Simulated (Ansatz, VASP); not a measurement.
Given: the input of a run of VASP 6.6.1 on Bi.

Contents of POSCAR:

```
Bi
1.0
    3.2383762460      0.0000000000      0.0000000000
    0.0000000000      3.2216433200      0.0000000000
   -0.0804548793      0.0000000000      6.4438887882
Bi
2
Direct
    0.5442472500      0.0000000000      0.7495778900
    0.4557527500      0.0000000000      0.2504221100
```

INCAR.step1

```
PREC = Accurate
ENCUT = 520
ISMEAR = -1
SIGMA = 0.05
LREAL = F
LASPH = T
NELM = 60
NBANDS = 22
GGA = PE
ALGO = Normal
EDIFF = 1E-4
LWAVE = T
LCHARG = F
```

INCAR.step2

```
PREC = Accurate
ENCUT = 520
EDIFF = 1E-6
ISMEAR = -1
SIGMA = 0.05
LREAL = F
LASPH = T
NELM = 60
ALGO = Normal
ISIF = 2
LWAVE = F
LCHARG = F
METAGGA = R2SCAN
LMIXTAU = T
NBANDS = 22
ISTART = 1
```

KPOINTS

```
Automatic mesh
0
Gamma
  8 8 4
```

Potentials or basis: VASP PAW PBE potentials, release 64 (Bi_d).

The run is started by

```bash
$ cat potpaw_PBE.64/Bi_d/POTCAR > POTCAR
$ cp INCAR.step1 INCAR
$ mpirun -np 1 vasp_std > vasp.out
$ cp INCAR.step2 INCAR
$ mpirun -np 1 vasp_std > vasp.out
```

Problem. Translate it to Ansatz 0.2.0. Potentials there: Ansatz PAW.

Solution. As run (the cutoff follows the program's own potentials):

input.yaml

```yaml
crystal:
  lattice:
    - [3.238376246, 0.0, 0.0]
    - [0.0, 3.22164332, 0.0]
    - [-0.0804548793, 0.0, 6.4438887882]
  atoms:
    - { symbol: Bi, position: [0.54424725, 0.0, 0.74957789] }
    - { symbol: Bi, position: [0.45575275, 0.0, 0.25042211] }
hamiltonian:
  xc: r2scan
  pseudopotentials: { kind: paw }
kpoints:
  mp_grid: { grid: [8, 8, 4] }
scf:
  occupations: { method: fermi_dirac, width: 0.05 }
output:
  forces: true
  stress: true
  eigenvalues: true
```

Potentials or basis: Ansatz PAW.

Launch:

```console
$ ansatz run input.yaml --threads 1 --pin off --max-ram 3584MiB --backend cpu --events-out ev --progress --plain --runs-dir out
```

Both were run:

|  | VASP | Ansatz | Ansatz less VASP |
| --- | --- | --- | --- |
| gap on the k mesh at the Fermi level (eV) | none | none | - |
| pressure (GPa) | 1.1 | 1.1 | +0.06 |
| traceless stress, the component that is largest in VASP (GPa) | 0.61 | 0.61 | -0.002 |
| rms of the force components (eV/Å) | 0.015 | 0.015 | +0.0003 |

VASP's potentials were made for PBE, not for r2SCAN. Atom by atom the forces differ by 0.000 eV/Å (rms over components). A gap of «none» marks a metal or a gap that the smearing closes.

Neither program's run includes spin-orbit coupling.
